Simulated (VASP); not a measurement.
Write the native input for VASP 6.6.1 that does the following.

| Property | Result |
| --- | --- |
| Task | single point |
| Functional | PBE |
| Potentials or basis | VASP PAW PBE potentials, release 64 (Ba_sv, H) |
| Cutoff | 520 eV |
| k mesh | 6 × 6 × 6 |
| Occupations | gaussian, width 0.02 eV |
| Spin | no spin polarisation |
| Dipole correction | no |
| Further INCAR settings | ALGO = Normal; EDIFF = 1e-06; NBANDS = 15 |

The structure of BaH4 lies in POSCAR:

```
BaH4
1.0
    3.6451246171     -2.2225645065      0.0013567990
    3.6451246171      2.2225645065      0.0013567990
   -2.2733166392      0.0000000000      3.6080832187
Ba H
1 4
Direct
    0.0000000000      0.0000000000      0.5000000000
    0.7389513842      0.7389513842      0.7615297170
    0.2610486158      0.2610486158      0.2384702830
    0.5384235883      0.5384235883      0.9631445392
    0.4615764117      0.4615764117      0.0368554608
```

The input as run:

INCAR

```
SYSTEM = BaH4
PREC     = Accurate       ! precision mode
ENCUT    = 520            ! plane-wave cutoff, eV
EDIFF    = 1E-6           ! SCF threshold, eV
ISMEAR   = 0              ! smearing method
SIGMA    = 0.02           ! smearing width, eV
LREAL    = .FALSE.        ! projectors in reciprocal space
LASPH    = .TRUE.         ! aspherical terms in the spheres
NELM     = 100            ! most SCF steps
ALGO     = Normal         ! electronic algorithm
ISIF     = 2              ! what is computed and relaxed
LWAVE    = .FALSE.        ! write WAVECAR
LCHARG   = .FALSE.        ! write CHGCAR
GGA      = PE             ! functional
NBANDS   = 15             ! bands
```

KPOINTS

```
regular mesh
0
G
  6 6 6
  0 0 0
```

Potentials or basis: VASP PAW PBE potentials, release 64 (Ba_sv, H).

Launch:

```console
$ cat potpaw_PBE.64/Ba_sv/POTCAR potpaw_PBE.64/H/POTCAR > POTCAR
$ mpirun -np 1 vasp_std > vasp.out
```

It gave:

- Pressure: 3.7 GPa
- Largest force: 0.023 eV/Å
- Band gap on the k mesh: 2.47 eV (least direct gap 2.70 eV)

Caveat: the cell stands under pressure; spin-orbit coupling is left out, which moves the levels of the heavy elements.

Wall time 42 s on 1 thread of Intel(R) Xeon(R) Platinum 8259CL CPU @ 2.50GHz (Skylake/Cascade Lake), on a shared host, peak memory 0.21 GiB.
